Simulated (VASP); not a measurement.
Set up this calculation in VASP 6.6.1, as the native input.

```
Task                   : relaxation of cell and atoms
Functional             : r2SCAN
Potentials or basis    : VASP PAW PBE potentials, release 64 (Li_sv)
Cutoff                 : 600 eV
k mesh                 : 12 × 12 × 12
Occupations            : fermi-dirac, width 0.05 eV
Spin                   : no spin polarisation
Dipole correction      : no
Further INCAR settings : ALGO = Normal; EDIFF = 1e-06; IBRION = 2; EDIFFG = -0.01; NSW = 50; ISIF = 3
```

The system is Li.

```xyz
2
Lattice="3.5100 0.0000 0.0000 0.0000 3.5100 0.0000 0.0000 0.0000 3.5100" Properties=species:S:1:pos:R:3 pbc="T T T"
Li    0.0000    0.0000    0.0000
Li    1.7550    1.7550    1.7550
```

The input as run:

POSCAR

```
Li
1.0
    3.5100000000      0.0000000000      0.0000000000
    0.0000000000      3.5100000000      0.0000000000
    0.0000000000      0.0000000000      3.5100000000
Li
2
Direct
    0.0000000000      0.0000000000      0.0000000000
    0.5000000000      0.5000000000      0.5000000000
```

INCAR.step1

```
SYSTEM = Li
PREC = Accurate ; ENCUT = 600
ISMEAR = -1 ; SIGMA = 0.05
LREAL = .FALSE. ; LASPH = .TRUE.
NELM = 100 ; GGA = PE
ALGO = Normal ; EDIFF = 1E-4
LWAVE = .TRUE. ; LCHARG = .FALSE.
```

INCAR.step2

```
SYSTEM = Li
PREC = Accurate ; ENCUT = 600
EDIFF = 1E-6 ; ISMEAR = -1
SIGMA = 0.05 ; LREAL = .FALSE.
LASPH = .TRUE. ; NELM = 100
ALGO = Normal ; ISIF = 3
LWAVE = .FALSE. ; LCHARG = .FALSE.
METAGGA = R2SCAN ; LMIXTAU = .TRUE.
IBRION = 2 ; NSW = 50
EDIFFG = -0.01 ; ISTART = 1
```

KPOINTS

```
Automatic mesh
0
G
  12 12 12
  0 0 0
```

Potentials or basis: VASP PAW PBE potentials, release 64 (Li_sv).

Command:

```console
$ cat potpaw_PBE.64/Li_sv/POTCAR > POTCAR
$ cp INCAR.step1 INCAR
$ mpirun -np 1 vasp_std > vasp.out
$ cp INCAR.step2 INCAR
$ mpirun -np 1 vasp_std > vasp.out
```

It gave:

* Relaxed volume: 20.95 Å³/atom
* Relaxed cell: a = 3.473 Å, b = 3.473 Å, c = 3.473 Å, α = 90.00°, β = 90.00°, γ = 90.00°
* Space group after relaxing (to 0.1 Å): Im-3m (No. 229)
* Energy gained by relaxing: 0.7 meV/atom
* Ionic steps: 6
* Pressure after relaxing: 0.0 GPa
* Band gap on the k mesh: zero (bands 3 and 4 overlap by 4.83 eV)

Caveat: the cutoff is under 1.25 times the usual one of these potentials, so pressure, stress and relaxed cells hold a basis-set (Pulay) error; the PAW data sets were made with another functional, which shifts forces and pressure a little.

Run time: 5.8 min on 1 thread of Intel(R) Xeon(R) 6975P-C (Granite Rapids), with other jobs on the host, peak memory 0.17 GiB.
